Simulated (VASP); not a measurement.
# TiSi16 (a cell with a defect) in VASP: single point with PBE

Aim: the single point of TiSi16 (a cell with a defect) with PBE.

All numbers are computed with VASP 6.6.1; they aren't measurements. Logs are shortened: lines on timing, memory, paths and dates and some standing lists are left out, and cuts for length are marked.

## Step 1: The cell of the first run

The cell holds a defect, 17 atoms: a = 7.679 Å, b = 7.679 Å, c = 7.679 Å, α = 60.00°, β = 60.00°, γ = 60.00°.

## Step 2: Single point, PBE

Contents of INCAR:

```
PREC = Accurate ; ENCUT = 520
EDIFF = 1E-6 ; ISMEAR = 0
SIGMA = 0.02 ; LREAL = Auto
LASPH = True ; NELM = 80
ALGO = Normal ; ISIF = 2
LWAVE = False ; LCHARG = False
GGA = PE ; NBANDS = 52
```

Contents of KPOINTS:

```
regular mesh
0
Gamma
  2 2 2
```

Contents of POSCAR:

```
TiSi16
1.0
    0.0000000000      5.4300000000      5.4300000000
    5.4300000000      0.0000000000      5.4300000000
    5.4300000000      5.4300000000      0.0000000000
Si Ti
16 1
Direct
   -0.0248324125      0.0015097606      0.0116084715
    0.1203128913      0.1091305709      0.1576589319
    0.0251824125     -0.0610811234      0.5178597606
    0.1203383978      0.1088271639      0.6131093002
    0.0061666667      0.4801850829      0.0142941068
    0.1178897790      0.6301297422      0.1257750460
    0.0061302026      0.4800097606      0.4989795580
    0.1503500000      0.5627779926      0.6431660221
    0.5190819521      0.0018128913      0.0117556169
    0.6148662983      0.1705302026      0.1075896869
    0.5188684162      0.0015623389      0.4678929098
    0.6650023941      0.1092025783      0.6129941068
    0.4891715470      0.5466481584     -0.0180043278
    0.6329754144      0.6304634438      0.1257737569
    0.5214726519      0.4802291897      0.4989800184
    0.6329389503      0.6301895948      0.6106986188
    0.3197533149      1.0556862799      0.8124337937
```

Potentials or basis: VASP PAW PBE potentials, release 64 (Si, Ti_sv).

The run is started by

```sh
$ cat potpaw_PBE.64/Si/POTCAR potpaw_PBE.64/Ti_sv/POTCAR > POTCAR
$ mpirun -np 1 vasp_std > vasp.out
```

OUTCAR:

```text
PREC = Accurate
   ENCUT = 520
   EDIFF = 1E-6
   ISMEAR = 0
   LREAL = Auto
   LASPH = True
   NELM = 80
   ISIF = 2
   GGA = PE

 ion  position               nearest neighbor table
   1  0.975  0.002  0.012-  10 2.28   6 2.33  17 2.44   4 2.50   2 2.51
   2  0.120  0.109  0.158-   3 2.28   5 2.33  17 2.44   9 2.51   1 2.51
   3  0.025  0.939  0.518-  12 2.28   2 2.28   4 2.28   8 2.36
   4  0.120  0.109  0.613-   3 2.28   7 2.33  17 2.44   1 2.50  11 2.50
   5  0.006  0.480  0.014-   2 2.33   8 2.34   6 2.35  14 2.35
   6  0.118  0.630  0.126-   1 2.33  13 2.34   5 2.35   7 2.35
   7  0.006  0.480  0.499-   4 2.33   8 2.34  16 2.35   6 2.35
   8  0.150  0.563  0.643-  15 2.34   5 2.34   7 2.34   3 2.36
   9  0.519  0.002  0.012-  10 2.28  14 2.33  17 2.44  12 2.51   2 2.51
  10  0.615  0.171  0.108-   9 2.28  11 2.28   1 2.28  13 2.36
  11  0.519  0.002  0.468-  10 2.28  16 2.33  17 2.44   4 2.50  12 2.51
  12  0.665  0.109  0.613-   3 2.28  15 2.33  17 2.44   9 2.51  11 2.51
  13  0.489  0.547  0.982-   6 2.34  16 2.34  14 2.34  10 2.36
  14  0.633  0.630  0.126-   9 2.33  13 2.34   5 2.35  15 2.35
  15  0.521  0.480  0.499-  12 2.33   8 2.34  16 2.35  14 2.35
  16  0.633  0.630  0.611-  11 2.33  13 2.34  15 2.35   7 2.35
  17  0.320  0.056  0.812-  11 2.44   1 2.44   9 2.44   2 2.44  12 2.44   4 2.44

  LATTYP: Found a face centered cubic cell.
 ALAT       =    10.8600000000

  Lattice vectors:

 A1 = (   0.0000000000,   5.4300000000,   5.4300000000)
 A2 = (   5.4300000000,   0.0000000000,   5.4300000000)
 A3 = (   5.4300000000,   5.4300000000,   0.0000000000)

Analysis of symmetry for initial positions (statically):
=====================================================================
 Subroutine PRICEL returns:
 Original cell was already a primitive cell.

 Routine SETGRP: Setting up the symmetry group for a
 face centered cubic supercell.

 Subroutine GETGRP returns: Found  1 space group operations
 (whereof  1 operations were pure point group operations)
 out of a pool of 48 trial point group operations.

The static configuration has the point symmetry C_1 .

Analysis of symmetry for dynamics (positions and initial velocities):
=====================================================================
 Subroutine PRICEL returns:
 Original cell was already a primitive cell.

 Routine SETGRP: Setting up the symmetry group for a
 face centered cubic supercell.

 Subroutine GETGRP returns: Found  1 space group operations
 (whereof  1 operations were pure point group operations)
 out of a pool of 48 trial point group operations.

The dynamic configuration has the point symmetry C_1 .

 Subroutine INISYM returns: Found  1 space group operations
 (whereof  1 operations are pure point group operations),
 and found     1 'primitive' translations

----------------------------------------------------------------------------------------

                                     Primitive cell

  volume of cell :     320.2060

  direct lattice vectors                    reciprocal lattice vectors
     0.000000000  5.430000000  5.430000000    -0.092081031  0.092081031  0.092081031
     5.430000000  0.000000000  5.430000000     0.092081031 -0.092081031  0.092081031
     5.430000000  5.430000000  0.000000000     0.092081031  0.092081031 -0.092081031

  length of vectors
     7.679179644  7.679179644  7.679179644     0.159489025  0.159489025  0.159489025

  position of ions in fractional coordinates (direct lattice)
     0.975167588  0.001509761  0.011608471
     0.120312891  0.109130571  0.157658932
     0.025182413  0.938918877  0.517859761
     0.120338398  0.108827164  0.613109300
     0.006166667  0.480185083  0.014294107
     0.117889779  0.630129742  0.125775046
[... 9 lines left out ...]
     0.632938950  0.630189595  0.610698619
     0.319753315  0.055686280  0.812433794

  ion indices of the primitive-cell ions
   primitive index   ion index
                 1           1
                 2           2
                 3           3
                 4           4
                 5           5
                 6           6
[... 9 lines left out ...]
                16          16
                17          17

----------------------------------------------------------------------------------------

 KPOINTS: regular mesh

Automatic generation of k-mesh.
 Grid dimensions read from file:
 generate k-points for:    2    2    2

 Generating k-lattice:

  Cartesian coordinates                     Fractional coordinates (reciprocal lattice)
    -0.046040516  0.046040516  0.046040516     0.500000000  0.000000000  0.000000000
     0.046040516 -0.046040516  0.046040516     0.000000000  0.500000000  0.000000000
     0.046040516  0.046040516 -0.046040516     0.000000000  0.000000000  0.500000000

  Length of vectors
     0.079744512  0.079744512  0.079744512

  Shift w.r.t. Gamma in fractional coordinates (k-lattice)
     0.000000000  0.000000000  0.000000000

 Subroutine IBZKPT returns following result:
 ===========================================

 Found      8 irreducible k-points:

 Following reciprocal coordinates:
            Coordinates               Weight
  0.000000  0.000000  0.000000      1.000000
  0.500000  0.000000  0.000000      1.000000
  0.000000  0.500000  0.000000      1.000000
  0.000000  0.000000  0.500000      1.000000
  0.500000  0.500000  0.500000      1.000000
  0.500000  0.500000  0.000000      1.000000
  0.000000  0.500000  0.500000      1.000000
  0.500000  0.000000  0.500000      1.000000
   k-points           NKPTS =      8   k-points in BZ     NKDIM =      8   number of bands    NBANDS=     52
   number of dos      NEDOS =    301   number of ions     NIONS =     17
   total plane-waves  NPLWV = 216000
   dimension x,y,z NGX =    60 NGY =   60 NGZ =   60
   dimension x,y,z NGXF=   120 NGYF=  120 NGZF=  120
   ions per type =              16   1
   NGX,Y,Z   is equivalent  to a cutoff of  12.99, 12.99, 12.99 a.u.
   NGXF,Y,Z  is equivalent  to a cutoff of  25.98, 25.98, 25.98 a.u.
 SYSTEM =  unknown system
   PREC   = accura    normal or accurate (medium, high low for compatibility)
   ISTART =      0    job   : 0-new  1-cont  2-samecut
   ICHARG =      2    charge: 1-file 2-atom 10-const
   ISPIN  =      1    spin polarized calculation?
   LNONCOLLINEAR =      F non collinear calculations
   LSORBIT =      F    spin-orbit coupling
   LASPH  =      T    aspherical Exc in radial PAW
   ENCUT  =  520.0 eV  38.22 Ry    6.18 a.u.  14.28 14.28 14.28*2*pi/ulx,y,z
   NELM   =     80;   NELMIN=  2; NELMDL= -5     # of ELM steps
   EDIFF  = 0.1E-05   stopping-criterion for ELM
   LREAL  =      T    real-space projection
   EDIFFG = 0.1E-04   stopping-criterion for IOM
   NSW    =      0    number of steps for IOM
   IBRION =     -1    ionic relax: 0-MD 1-quasi-New 2-CG
   NFREE  =      0    steps in history (QN), initial steepest desc. (CG)
   ISIF   =      2    stress and relaxation
   ISYM   =      2    0-nonsym 1-usesym 2-fastsym
   POTIM  = 0.5000    time-step for ionic-motion
   TEBEG  =    0.0;   TEEND  =   0.0 temperature during run
   PSTRESS=    0.0 pullay stress
   NELECT =      76.0000    total number of electrons
   NUPDOWN=      -1.0000    fix difference up-down
   EMIN   =  10.00;   EMAX   =-10.00  energy-range for DOS
   EFERMI =   0.00;   METHOD = LEGACY
   ISMEAR =     0;   SIGMA  =   0.02  broadening in eV -4-tet -1-fermi 0-gaus
   EFERMI_NEDOS =   21; number of points for ismear=-14 and -15
   IALGO  =     38    algorithm
   IMIX   =      4    mixing-type and parameters
     AMIX     =   0.40;   BMIX     =  1.00
     AMIX_MAG =   1.60;   BMIX_MAG =  1.00
  volume/ion in A,a.u.               =      18.84       127.11
  Fermi-wavevector in a.u.,A,eV,Ry     =   1.013607  1.915439 13.978610  1.027399
  Thomas-Fermi vector in A             =   2.146786
   LORBIT       =      0    0 simple, 1 ext, 2 COOP (PROOUT), +10 PAW based schemes
   GGA     = PE    functional components
   LHFCALC =     F    Hartree Fock is set to
   AEXX    =    0.0000 exact exchange contribution
   IVDW    =     0    specifies the selected vdW correction
   LEPSILON=     F    determine dielectric tensor
   LRPA    =     F    only Hartree local field effects (RPA)
 non-spin polarized calculation
 Gauss-broadening in eV      SIGMA  =   0.02
  energy-cutoff  :      520.00
  volume of cell :      320.21
 maximum number of plane-waves:      8646
 NGX is ok and might be reduce to    60
   NGX = 29   NGY = 29   NGZ = 29

 number of electron      76.0000001 magnetization

 Free energy of the ion-electron system (eV)
  ---------------------------------------------------
  ext. energy  EPLUGINS =         0.00000000
  ---------------------------------------------------
  free energy    TOTEN  =       -90.49254952 eV

  energy without entropy =      -90.48502046  energy(sigma->0) =      -90.48878499

 E-fermi :   6.9015     XC(G=0):  -9.7564

 val. band max:        6.8642381593   @ k =   0.0000   0.0000   0.0000
 cond. band min:       6.9037421719   @ k =   0.5000   0.0000   0.5000
 fundamental gap:      0.0395040125
 Fermi energy:         6.9015172287

 k-point     1 :       0.0000    0.0000    0.0000
  band No.  band energies     occupation
      1     -49.9503      2.00000
      2     -26.4218      2.00000
      3     -26.2650      2.00000
      4     -26.2630      2.00000
      5      -5.6542      2.00000
      6      -3.4399      2.00000
[... 42 lines left out ...]
     49       8.5029      0.00000
     50       8.9294      0.00000

 k-point     2 :       0.5000    0.0000    0.0000
  band No.  band energies     occupation
      1     -49.9503      2.00000
      2     -26.4218      2.00000
      3     -26.2650      2.00000
      4     -26.2630      2.00000
      5      -4.8541      2.00000
      6      -4.8225      2.00000
[... 310 lines left out ...]
 k-point     8 :       0.5000    0.0000    0.5000
  band No.  band energies     occupation
      1     -49.9503      2.00000
      2     -26.4218      2.00000
      3     -26.2650      2.00000
      4     -26.2630      2.00000
      5      -4.5693      2.00000
      6      -4.5498      2.00000
[... 42 lines left out ...]
     49       9.9673      0.00000
     50      10.4849      0.00000
 [bands above 50 left out]

------------------------ aborting loop because EDIFF is reached ----------------------------------------

  FORCE on cell =-STRESS in cart. coord.  units (eV):
  Direction    XX          YY          ZZ          XY          YZ          ZX
  --------------------------------------------------------------------------------------
  -------------------------------------------------------------------------------------
  Total       11.3695420     11.3452524     11.3454931      1.9026518      1.8972335     -1.9229831
  in kB       56.8884458     56.7669106     56.7681151      9.5200761      9.4929651     -9.6218055
  external PRESSURE =      56.8078238 kB  Pullay stress =       0.0000000 kB

 VOLUME and BASIS-vectors are now :
 -----------------------------------------------------------------------------
  energy-cutoff  :      520.00
  volume of cell :      320.21
      direct lattice vectors                 reciprocal lattice vectors
     0.000000000  5.430000000  5.430000000    -0.092081031  0.092081031  0.092081031
     5.430000000  0.000000000  5.430000000     0.092081031 -0.092081031  0.092081031
     5.430000000  5.430000000  0.000000000     0.092081031  0.092081031 -0.092081031

 POSITION                                       TOTAL-FORCE (eV/Angst)
 -----------------------------------------------------------------------------------
      0.07123      5.35819      5.30336        -0.008124      0.012747     -0.020423
      1.44867      1.50939      1.24588        -0.009567     -0.004008      0.004247
      7.91031      2.94872      5.23507         0.018685     -0.016657      0.015652
      3.92012      3.98262      1.24437         0.005653      0.008879      0.005693
      2.68502      0.11110      2.64089        -0.020191      0.004216     -0.002668
      4.10456      1.32310      4.06175         0.006410     -0.002751      0.029161
[... 9 lines left out ...]
      6.73802      6.75295      6.85879         0.031496     -0.002419      0.004519
      4.71389      6.14778      2.03864         0.009858     -0.013556      0.018500
 -----------------------------------------------------------------------------------
    total drift:                               -0.004923      0.004988      0.002901

  FREE ENERGIE OF THE ION-ELECTRON SYSTEM (eV)
  ---------------------------------------------------
  free  energy   TOTEN  =       -90.4925495236 eV

  energy  without entropy=      -90.4850204625  energy(sigma->0) =      -90.48878499
```

Run time: 3.4 min. Hardware: 1 thread of Intel Xeon 6975P-C (Granite Rapids), shared host; peak memory 0.49 GiB.

What came out:

| Item | Value |
| --- | --- |
| Free energy | -90.4925 eV |
| Pressure | 5.7 GPa |
| Largest force | 0.032 eV/Å |
| Band gap on the k mesh | zero (band 38 reaches 6.91 eV, above the bottom of band 39 at 6.72 eV) |

Forces on the atoms (eV/Å):
```
Si  -0.008  0.013 -0.020
Si  -0.010 -0.004  0.004
Si   0.019 -0.017  0.016
Si   0.006  0.009  0.006
Si  -0.020  0.004 -0.003
Si   0.006 -0.003  0.029
Si  -0.006  0.021 -0.003
Si   0.007 -0.006  0.006
Si  -0.012  0.008 -0.012
Si  -0.007  0.007 -0.006
Si  -0.018  0.012 -0.007
Si   0.006 -0.007 -0.013
Si  -0.004  0.005 -0.002
Si   0.003 -0.029  0.002
Si  -0.004  0.003 -0.019
Si   0.031 -0.002  0.005
Ti   0.010 -0.014  0.018
```

Stress tensor (GPa, compression positive):
```
 5.69  0.95 -0.96
 0.95  5.68  0.95
-0.96  0.95  5.68
```

Caveat: the k points lie up to 0.50 Å⁻¹ apart.
